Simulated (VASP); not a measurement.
Set up this calculation in VASP 6.6.1, as the native input.

```yaml
Task: single point
Functional: r2SCAN
Dispersion: D3(BJ)
Potentials_or_basis: VASP PAW PBE potentials, release 64 (As)
Cutoff: 520 eV
k_mesh: 17 × 17 × 17
Occupations: gaussian, width 0.05 eV
Spin: no spin polarisation
Dipole_correction: no
Further_INCAR_settings: ALGO = Normal; EDIFF = 1e-06; NBANDS = 8
```

Crystal: As.

```
CELL_PARAMETERS angstrom
2.68677 0.00000 0.00000
0.00000 2.68677 0.00000
0.00000 0.00000 2.68677
ATOMIC_POSITIONS crystal
As 0.50000 0.50000 0.50000
```

One way to write it, as run:

POSCAR

```
As
1.0
    2.6867671344      0.0000000000      0.0000000000
    0.0000000000      2.6867671344      0.0000000000
    0.0000000000      0.0000000000      2.6867671344
As
1
Direct
    0.5000000000      0.5000000000      0.5000000000
```

INCAR.step1

```
SYSTEM = As
ALGO = Normal
EDIFF = 1E-4
ENCUT = 520
GGA = PE
ISMEAR = 0
LASPH = .TRUE.
LCHARG = .FALSE.
LREAL = .FALSE.
LWAVE = .TRUE.
NBANDS = 8
NELM = 80
PREC = Accurate
SIGMA = 0.05
```

INCAR.step2

```
SYSTEM = As
ALGO = Normal
EDIFF = 1E-6
ENCUT = 520
ISIF = 2
ISMEAR = 0
ISTART = 1
IVDW = 12
LASPH = .TRUE.
LCHARG = .FALSE.
LMIXTAU = .TRUE.
LREAL = .FALSE.
LWAVE = .FALSE.
METAGGA = R2SCAN
NBANDS = 8
NELM = 80
PREC = Accurate
SIGMA = 0.05
VDW_A1 = 0.49484001
VDW_A2 = 5.73083694
VDW_S6 = 1.0
VDW_S8 = 0.78981345
```

KPOINTS

```
k-points
0
G
  17 17 17
  0 0 0
```

Potentials or basis: VASP PAW PBE potentials, release 64 (As).

Run with:

```bash
$ cat potpaw_PBE.64/As/POTCAR > POTCAR
$ cp INCAR.step1 INCAR
$ mpirun -np 1 vasp_std > vasp.out
$ cp INCAR.step2 INCAR
$ mpirun -np 1 vasp_std > vasp.out
```

It gave:

The pressure is 0.0 GPa and the dispersion energy per atom is -0.218 eV.

Caveat: the PAW data sets were made with another functional, which shifts forces and pressure a little; pairwise dispersion overbinds metals, which lowers pressure and volume.

Run time: 49 s on 1 thread of Intel(R) Xeon(R) Platinum 8259CL CPU @ 2.50GHz (Skylake/Cascade Lake), on a shared host, peak memory 0.15 GiB.
